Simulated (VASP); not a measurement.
# Y (P6/mmm) in VASP: notebook

Y is run at these levels: BLYP; tasks: single point.

Program: VASP 6.6.1. These are calculated values, not measurements. Logs are shortened: lines on timing, memory, paths and dates and some standing lists are left out, and cuts for length are marked.

## (1) The cell of the first run

The structure is hexagonal, space group P6/mmm (No. 191). Conventional cell: a = 5.700 Å, b = 5.700 Å, c = 3.563 Å, α = 90.00°, β = 90.00°, γ = 120.00°. Within 4.7 Å of Y (site symmetry 6/mmm) lie 14 Y at 3.56 to 3.74 Å. Within 4.3 Å of Y (site symmetry -6m2) lie 11 Y at 3.29 to 3.74 Å.

This isn't the form of Y at room conditions, which is hcp.

## (2) Single point, BLYP

Contents of INCAR:

```
SYSTEM = Y
PREC = Accurate
ENCUT = 520
EDIFF = 1E-6
ISMEAR = -1
SIGMA = 0.1
LREAL = .False.
LASPH = .True.
NELM = 80
ALGO = Normal
ISIF = 2
LWAVE = .False.
LCHARG = .False.
GGA = B5
ALDAX = 1.0
AGGAX = 1.0
AGGAC = 1.0
ALDAC = 0.0
NBANDS = 24
```

Contents of KPOINTS:

```
regular mesh
0
Gamma
  7 7 9
  0 0 0
```

Contents of POSCAR:

```
Y
1.0
    5.7000466906      0.0000000000      0.0000000000
   -2.8500233453      4.9363852368      0.0000000000
    0.0000000000      0.0000000000      3.5627959736
Y
3
Direct
    1.0000000000      0.0000000000      0.0000000000
    0.3333333333      0.6666666667      0.5000000000
    0.6666666667      0.3333333333      0.5000000000
```

Potentials or basis: VASP PAW PBE potentials, release 64 (Y_sv).

Launch:

```bash
$ cat potpaw_PBE.64/Y_sv/POTCAR > POTCAR
$ mpirun -np 1 vasp_std > vasp.out
```

OUTCAR:

```text
SYSTEM = Y
   PREC = Accurate
   ENCUT = 520
   EDIFF = 1E-6
   ISMEAR = -1
   LREAL = .False.
   LASPH = .True.
   NELM = 80
   ISIF = 2
   GGA = B5

 ion  position               nearest neighbor table
   1  0.000  0.000  0.000-   2 3.74   3 3.74   2 3.74   3 3.74   2 3.74   2 3.74   3 3.74   3 3.74
                             3 3.74   3 3.74   2 3.74   2 3.74
   2  0.333  0.667  0.500-   3 3.29   3 3.29   3 3.29   1 3.74   1 3.74   1 3.74   1 3.74   1 3.74
                             1 3.74
   3  0.667  0.333  0.500-   2 3.29   2 3.29   2 3.29   1 3.74   1 3.74   1 3.74   1 3.74   1 3.74
                             1 3.74

  LATTYP: Found a hexagonal cell.
 ALAT       =     5.7000466906
 C/A-ratio  =     0.6250468052

  Lattice vectors:

 A1 = (   5.7000466906,   0.0000000000,   0.0000000000)
 A2 = (  -2.8500233453,   4.9363852368,   0.0000000000)
 A3 = (   0.0000000000,   0.0000000000,   3.5627959736)

Analysis of symmetry for initial positions (statically):
=====================================================================
 Subroutine PRICEL returns:
 Original cell was already a primitive cell.

 Routine SETGRP: Setting up the symmetry group for a
 hexagonal supercell.

 Subroutine GETGRP returns: Found 24 space group operations
 (whereof 24 operations were pure point group operations)
 out of a pool of 24 trial point group operations.

The static configuration has the point symmetry D_6h.

Analysis of symmetry for dynamics (positions and initial velocities):
=====================================================================
 Subroutine PRICEL returns:
 Original cell was already a primitive cell.

 Routine SETGRP: Setting up the symmetry group for a
 hexagonal supercell.

 Subroutine GETGRP returns: Found 24 space group operations
 (whereof 24 operations were pure point group operations)
 out of a pool of 24 trial point group operations.

The dynamic configuration has the point symmetry D_6h.

 Subroutine INISYM returns: Found 24 space group operations
 (whereof 24 operations are pure point group operations),
 and found     1 'primitive' translations

----------------------------------------------------------------------------------------

                                     Primitive cell

  volume of cell :     100.2486

  direct lattice vectors                    reciprocal lattice vectors
     5.700046691  0.000000000  0.000000000     0.175437159  0.101288691  0.000000000
    -2.850023345  4.936385237  0.000000000     0.000000000  0.202577382  0.000000000
     0.000000000  0.000000000  3.562795974     0.000000000  0.000000000  0.280678436

  length of vectors
     5.700046691  5.700046691  3.562795974     0.202577382  0.202577382  0.280678436

  position of ions in fractional coordinates (direct lattice)
     0.000000000  0.000000000  0.000000000
     0.333333333  0.666666667  0.500000000
     0.666666667  0.333333333  0.500000000

  ion indices of the primitive-cell ions
   primitive index   ion index
                 1           1
                 2           2
                 3           3

----------------------------------------------------------------------------------------

 KPOINTS: regular mesh

Automatic generation of k-mesh.
 Grid dimensions read from file:
 generate k-points for:    7    7    9

 Generating k-lattice:

  Cartesian coordinates                     Fractional coordinates (reciprocal lattice)
     0.025062451  0.014469813  0.000000000     0.142857143  0.000000000  0.000000000
     0.000000000  0.028939626  0.000000000     0.000000000  0.142857143  0.000000000
     0.000000000  0.000000000  0.031186493     0.000000000  0.000000000  0.111111111

  Length of vectors
     0.028939626  0.028939626  0.031186493

  Shift w.r.t. Gamma in fractional coordinates (k-lattice)
     0.000000000  0.000000000  0.000000000

 Subroutine IBZKPT returns following result:
 ===========================================

 Found     40 irreducible k-points:

 Following reciprocal coordinates:
            Coordinates               Weight
  0.000000  0.000000  0.000000      1.000000
  0.142857  0.000000  0.000000      6.000000
  0.285714 -0.000000  0.000000      6.000000
  0.428571  0.000000  0.000000      6.000000
  0.142857  0.142857  0.000000      6.000000
  0.285714  0.142857  0.000000     12.000000
[... 16 lines left out ...]
  0.428571  0.142857  0.222222     12.000000
  0.285714  0.285714  0.222222     12.000000
 [... further k-points ...]
   k-points           NKPTS =     40   k-points in BZ     NKDIM =     40   number of bands    NBANDS=     24
   number of dos      NEDOS =    301   number of ions     NIONS =      3
   total plane-waves  NPLWV =  49392
   dimension x,y,z NGX =    42 NGY =   42 NGZ =   28
   dimension x,y,z NGXF=    84 NGYF=   84 NGZF=   56
   ions per type =               3
   NGX,Y,Z   is equivalent  to a cutoff of  12.25, 12.25, 13.07 a.u.
   NGXF,Y,Z  is equivalent  to a cutoff of  24.50, 24.50, 26.13 a.u.
[... 50 lines left out ...]

 E-fermi :   3.3589     XC(G=0):  -8.8437

 val. band max:        3.3586357602   @ k =   0.0000   0.0000   0.1111
 cond. band min:       3.3705467554   @ k =   0.1429   0.1429   0.3333
 fundamental gap:      0.0119109952
 Fermi energy:         3.3588976690

 k-point     1 :       0.0000    0.0000    0.0000
  band No.  band energies     occupation
      1     -39.3648      2.00000
      2     -39.2975      2.00000
      3     -39.2612      2.00000
      4     -19.6105      2.00000
      5     -19.6105      2.00000
      6     -19.4526      2.00000
[... 16 lines left out ...]
     23       6.0005      0.00000
     24       6.0014      0.00000

 k-point     2 :       0.1429    0.0000    0.0000
  band No.  band energies     occupation
      1     -39.3598      2.00000
      2     -39.2986      2.00000
      3     -39.2652      2.00000
      4     -19.6409      2.00000
      5     -19.6185      2.00000
      6     -19.4171      2.00000
[... 16 lines left out ...]
     23       5.6949      0.00000
     24       5.7517      0.00000

 k-point     3 :       0.2857   -0.0000    0.0000
  band No.  band energies     occupation
      1     -39.3462      2.00000
      2     -39.3018      2.00000
      3     -39.2758      2.00000
      4     -19.6877      2.00000
      5     -19.6009      2.00000
      6     -19.3567      2.00000
[... 16 lines left out ...]
     23       5.6362      0.00000
     24       6.2154      0.00000

 k-point     4 :       0.4286    0.0000    0.0000
  band No.  band energies     occupation
      1     -39.3281      2.00000
      2     -39.3095      2.00000
      3     -39.2865      2.00000
      4     -19.7161      2.00000
      5     -19.5366      2.00000
      6     -19.3973      2.00000
[... 16 lines left out ...]
     23       5.8762      0.00000
     24       6.4052      0.00000

 k-point     5 :       0.1429    0.1429    0.0000
  band No.  band energies     occupation
      1     -39.3505      2.00000
      2     -39.3006      2.00000
      3     -39.2727      2.00000
      4     -19.6659      2.00000
      5     -19.6229      2.00000
      6     -19.3655      2.00000
[... 16 lines left out ...]
     23       5.5044      0.00000
     24       6.0657      0.00000

 k-point     6 :       0.2857    0.1429    0.0000
  band No.  band energies     occupation
      1     -39.3344      2.00000
      2     -39.3046      2.00000
      3     -39.2850      2.00000
      4     -19.6903      2.00000
      5     -19.5877      2.00000
      6     -19.3689      2.00000
[... 16 lines left out ...]
     23       5.6076      0.00000
     24       6.5991      0.00000
[... 379 lines left out ...]
 k-point    21 :       0.1429    0.1429    0.2222
  band No.  band energies     occupation
      1     -39.3373      2.00000
      2     -39.2946      2.00000
      3     -39.2634      2.00000
      4     -19.6406      2.00000
      5     -19.5868      2.00000
      6     -19.4367      2.00000
[... 16 lines left out ...]
     23       5.7774      0.00000
     24       5.9860      0.00000

 k-point    22 :       0.2857    0.1429    0.2222
  band No.  band energies     occupation
      1     -39.3226      2.00000
      2     -39.2971      2.00000
      3     -39.2758      2.00000
      4     -19.6645      2.00000
      5     -19.5580      2.00000
      6     -19.4379      2.00000
[... 16 lines left out ...]
     23       5.7984      0.00000
     24       6.2790      0.00000

 k-point    23 :       0.4286    0.1429    0.2222
  band No.  band energies     occupation
      1     -39.3094      2.00000
      2     -39.3027      2.00000
      3     -39.2835      2.00000
      4     -19.6737      2.00000
      5     -19.5226      2.00000
      6     -19.4669      2.00000
[... 16 lines left out ...]
     23       5.6979      0.00000
     24       6.5984      0.00000

 k-point    24 :       0.2857    0.2857    0.2222
  band No.  band energies     occupation
      1     -39.3078      2.00000
      2     -39.2989      2.00000
      3     -39.2890      2.00000
      4     -19.6690      2.00000
      5     -19.5196      2.00000
      6     -19.4663      2.00000
[... 16 lines left out ...]
     23       5.4259      0.00000
     24       6.6390      0.00000

 [... further k-points ...]
[... 5 lines left out ...]
  --------------------------------------------------------------------------------------
  -------------------------------------------------------------------------------------
  Total       -0.0165749     -0.0165749     -0.0276996      0.0000000      0.0000000      0.0000000
  in kB       -0.2649015     -0.2649015     -0.4426964      0.0000000      0.0000000      0.0000000
  external PRESSURE =      -0.3241664 kB  Pullay stress =       0.0000000 kB

 VOLUME and BASIS-vectors are now :
 -----------------------------------------------------------------------------
  energy-cutoff  :      520.00
  volume of cell :      100.25
      direct lattice vectors                 reciprocal lattice vectors
     5.700046691  0.000000000  0.000000000     0.175437159  0.101288691  0.000000000
    -2.850023345  4.936385237  0.000000000     0.000000000  0.202577382  0.000000000
     0.000000000  0.000000000  3.562795974     0.000000000  0.000000000  0.280678436

 POSITION                                       TOTAL-FORCE (eV/Angst)
 -----------------------------------------------------------------------------------
      0.00000      0.00000      0.00000         0.000000      0.000000      0.000000
     -0.00000      3.29092      1.78140        -0.000000      0.000000     -0.000000
      2.85002      1.64546      1.78140        -0.000000      0.000000      0.000000
 -----------------------------------------------------------------------------------
    total drift:                               -0.000000      0.000000     -0.000000

  FREE ENERGIE OF THE ION-ELECTRON SYSTEM (eV)
  ---------------------------------------------------
  free  energy   TOTEN  =       -16.2759526032 eV

  energy  without entropy=      -16.0838457926  energy(sigma->0) =      -16.17989920
```

Wall time 4.2 min (1 thread of AMD EPYC, shared host); peak memory 0.23 GiB.

Results:

- Free energy: -16.2760 eV
- Pressure: 0.0 GPa
- Band gap on the k mesh: zero (an odd number of electrons rules out a gap without spin polarisation)

Levels at points of the mesh, in eV from the Fermi level:
| k point | band 14 | band 15 | band 16 | band 17 | band 18 | band 19 | band 20 | band 21 |
| --- | --- | --- | --- | --- | --- | --- | --- | --- |
| (0.00, 0.00, 0.00) | -0.98 | 0.09 | 0.09 | 0.13 | 0.13 | 0.42 | 1.61 | 2.23 |

Caveat: the PAW data sets were made with another functional, which shifts forces and pressure a little.

## (3) Single point, BLYP (29.41 Å³/atom)

This run uses another cell than the first one, of 29.41 Å³/atom.

Contents of INCAR:

```
SYSTEM = Y
  PREC = Accurate
  ENCUT = 520
  EDIFF = 1E-6
  ISMEAR = -1
  SIGMA = 0.1
  LREAL = .FALSE.
  LASPH = .TRUE.
  NELM = 60
  ALGO = Normal
  ISIF = 2
  LWAVE = .FALSE.
  LCHARG = .FALSE.
  GGA = B5
  ALDAX = 1.0
  AGGAX = 1.0
  AGGAC = 1.0
  ALDAC = 0.0
  NBANDS = 24
```

Contents of KPOINTS:

```
regular mesh
0
G
  7 7 10
  0 0 0
```

Contents of POSCAR:

```
Y
1.0
    5.4622633799      0.0000000000      0.0000000000
   -2.7311316899      4.7304588491      0.0000000000
    0.0000000000      0.0000000000      3.4141702749
Y
3
Direct
    1.0000000000      0.0000000000      0.0000000000
    0.3333333333      0.6666666667      0.5000000000
    0.6666666667      0.3333333333      0.5000000000
```

Potentials or basis: VASP PAW PBE potentials, release 64 (Y_sv).

Launch:

```bash
$ cat potpaw_PBE.64/Y_sv/POTCAR > POTCAR
$ mpirun -np 1 vasp_std > vasp.out
```

Wall time 4.1 min (1 thread of AMD EPYC, shared host); peak memory 0.24 GiB.

The run converged. Its results:

```yaml
Free_energy: -16.0746 eV
Pressure: 5.9 GPa
Band_gap_on_the_k_mesh: zero (an odd number of electrons rules out a gap without spin polarisation)
```

Stress tensor (GPa, compression positive):
```
6.10 0.00 0.00
0.00 6.10 0.00
0.00 0.00 5.46
```

Levels at points of the mesh, in eV from the Fermi level:
```csv
k point,band 15,band 16,band 17,band 18,band 19,band 20
"(0.00, 0.00, 0.00)",0.19,0.19,0.24,0.24,0.53,1.78
"(0.00, 0.00, 0.50)",-1.33,-0.87,-0.81,-0.81,1.82,1.82
```

Caveat: the cell stands under pressure; the PAW data sets were made with another functional, which shifts forces and pressure a little.

## (4) Single point, BLYP (30.74 Å³/atom)

This run uses another cell than the first one, of 30.74 Å³/atom.

Contents of INCAR:

```
SYSTEM = Y
  AGGAC = 1.0
  AGGAX = 1.0
  ALDAC = 0.0
  ALDAX = 1.0
  ALGO = Normal
  EDIFF = 1E-6
  ENCUT = 520
  GGA = B5
  ISIF = 2
  ISMEAR = -1
  LASPH = .TRUE.
  LCHARG = .TRUE.
  LELF = .TRUE.
  LREAL = .FALSE.
  LVHAR = .TRUE.
  LWAVE = .FALSE.
  NBANDS = 24
  NELM = 80
  PREC = Accurate
  SIGMA = 0.1
```

Contents of KPOINTS:

```
k-points
0
G
  7 7 10
  0 0 0
```

Contents of POSCAR:

```
Y
1.0
    5.5438017202      0.0000000000      0.0000000000
   -2.7719008601      4.8010731232      0.0000000000
    0.0000000000      0.0000000000      3.4651355540
Y
3
Direct
    1.0000000000      0.0000000000      0.0000000000
    0.3333333333      0.6666666667      0.5000000000
    0.6666666667      0.3333333333      0.5000000000
```

Launch:

```bash
$ cat potpaw_PBE.64/Y_sv/POTCAR > POTCAR
$ mpirun -np 1 vasp_std > vasp.out
```

It took 4.1 min on 1 thread of AMD EPYC, shared host; peak memory 0.24 GiB.

Results (log left out):

| Item | Value |
| --- | --- |
| Free energy | -16.1922 eV |
| Pressure | 3.6 GPa |
| Band gap on the k mesh | zero (an odd number of electrons rules out a gap without spin polarisation) |

Stress tensor (GPa, compression positive):
```
3.69 0.00 0.00
0.00 3.69 0.00
0.00 0.00 3.32
```

Levels at points of the mesh, in eV from the Fermi level:
```
           k point  band 14  band 15  band 16  band 17  band 18  band 19  band 20  band 21
(0.00, 0.00, 0.00)    -1.12     0.15     0.15     0.20     0.20     0.49     1.73     2.38
(0.00, 0.00, 0.50)    -1.22    -1.22    -0.93    -0.75    -0.75     1.77     1.77     2.20
```

Caveat: the cell stands under pressure; the PAW data sets were made with another functional, which shifts forces and pressure a little.

## (5) Single point, BLYP (32.08 Å³/atom)

This run uses another cell than the first one, of 32.08 Å³/atom.

Contents of INCAR:

```
SYSTEM = Y
PREC = Accurate
ENCUT = 520
EDIFF = 1E-6
ISMEAR = -1
SIGMA = 0.1
LREAL = .FALSE.
LASPH = .TRUE.
NELM = 80
ALGO = Normal
ISIF = 2
LWAVE = .FALSE.
LCHARG = .FALSE.
GGA = B5
ALDAX = 1.0
AGGAX = 1.0
AGGAC = 1.0
ALDAC = 0.0
NBANDS = 24
```

Contents of KPOINTS:

```
regular mesh
0
G
  7 7 10
  0 0 0
```

Contents of POSCAR:

```
Y
1.0
    5.6230095890      0.0000000000      0.0000000000
   -2.8115047945      4.8696691498      0.0000000000
    0.0000000000      0.0000000000      3.5146441794
Y
3
Direct
    1.0000000000      0.0000000000      0.0000000000
    0.3333333333      0.6666666667      0.5000000000
    0.6666666667      0.3333333333      0.5000000000
```

Launch:

```bash
$ cat potpaw_PBE.64/Y_sv/POTCAR > POTCAR
$ mpirun -np 1 vasp_std > vasp.out
```

It took 3.9 min on 1 thread of AMD EPYC, shared host; peak memory 0.24 GiB.

The run converged. Its results:

- Free energy: -16.2563 eV
- Pressure: 1.6 GPa
- Band gap on the k mesh: zero (an odd number of electrons rules out a gap without spin polarisation)

Stress tensor (GPa, compression positive):
```
1.67 0.00 0.00
0.00 1.67 0.00
0.00 0.00 1.50
```

Levels at points of the mesh, in eV from the Fermi level:
```
           k point  band 13  band 14  band 15  band 16  band 17  band 18  band 19  band 20  band 21  band 22
(0.00, 0.00, 0.00)    -4.55    -1.04     0.12     0.12     0.16     0.16     0.45     1.67     2.30     2.30
(0.00, 0.00, 0.50)    -1.67    -1.13    -1.13    -0.98    -0.70    -0.70     1.71     1.71     2.09     2.09
```

Caveat: the PAW data sets were made with another functional, which shifts forces and pressure a little.

## (6) Single point, BLYP (33.42 Å³/atom)

Contents of INCAR:

```
SYSTEM = Y
AGGAC = 1.0 ; AGGAX = 1.0
ALDAC = 0.0 ; ALDAX = 1.0
ALGO = Normal ; EDIFF = 1E-6
ENCUT = 520 ; GGA = B5
ISIF = 2 ; ISMEAR = -1
LASPH = .TRUE. ; LCHARG = .FALSE.
LREAL = .FALSE. ; LWAVE = .FALSE.
NBANDS = 24 ; NELM = 100
PREC = Accurate ; SIGMA = 0.1
```

Contents of KPOINTS:

```
k-points
0
G
  7 7 10
  0 0 0
```

Contents of POSCAR:

```
Y
1.0
    5.7000466906      0.0000000000      0.0000000000
   -2.8500233453      4.9363852368      0.0000000000
    0.0000000000      0.0000000000      3.5627959736
Y
3
Direct
    1.0000000000      0.0000000000      0.0000000000
    0.3333333333      0.6666666667      0.5000000000
    0.6666666667      0.3333333333      0.5000000000
```

Potentials or basis: VASP PAW PBE potentials, release 64 (Y_sv).

Launch:

```bash
$ cat potpaw_PBE.64/Y_sv/POTCAR > POTCAR
$ mpirun -np 1 vasp_std > vasp.out
```

Run time: 4 min. Hardware: 1 thread of AMD EPYC, shared host; peak memory 0.24 GiB.

The run converged. Its results:

| Property | Result |
| --- | --- |
| Free energy | -16.2755 eV |
| Pressure | 0.0 GPa |
| Band gap on the k mesh | zero (an odd number of electrons rules out a gap without spin polarisation) |

Levels at points of the mesh, in eV from the Fermi level:
```
           k point  band 14  band 15  band 16  band 17  band 18  band 19  band 20  band 21
(0.00, 0.00, 0.00)    -0.98     0.09     0.09     0.13     0.13     0.42     1.61     2.23
(0.00, 0.00, 0.50)    -1.04    -1.04    -1.02    -0.65    -0.65     1.66     1.66     1.98
```

Caveat: the PAW data sets were made with another functional, which shifts forces and pressure a little.

## (7) The runs side by side

```csv
cell,k mesh,gap on the mesh (eV),pressure (GPa)
"a = 5.700, b = 5.700, c = 3.563 Å, angles 90.0, 90.0, 120.0°, 3 atoms",7 × 7 × 9,none,0.0
"a = 5.462, b = 5.462, c = 3.414 Å, angles 90.0, 90.0, 120.0°, 3 atoms",7 × 7 × 10,none,5.9
"a = 5.544, b = 5.544, c = 3.465 Å, angles 90.0, 90.0, 120.0°, 3 atoms",7 × 7 × 10,none,3.6
"a = 5.623, b = 5.623, c = 3.515 Å, angles 90.0, 90.0, 120.0°, 3 atoms",7 × 7 × 10,none,1.6
"a = 5.700, b = 5.700, c = 3.563 Å, angles 90.0, 90.0, 120.0°, 3 atoms",7 × 7 × 10,none,0.0
```

Alike in all rows: task single point; level BLYP; potentials or basis VASP PAW PBE potentials, release 64 (Y_sv); no spin polarisation; cutoff (eV) 520; smearing fermi-dirac 0.1 eV.

Caveats: the PAW data sets were made with another functional, which shifts forces and pressure a little; the cell stands under pressure (at least some runs).

Total energies depend on the potentials used, so only differences within one code and one set of settings carry meaning.
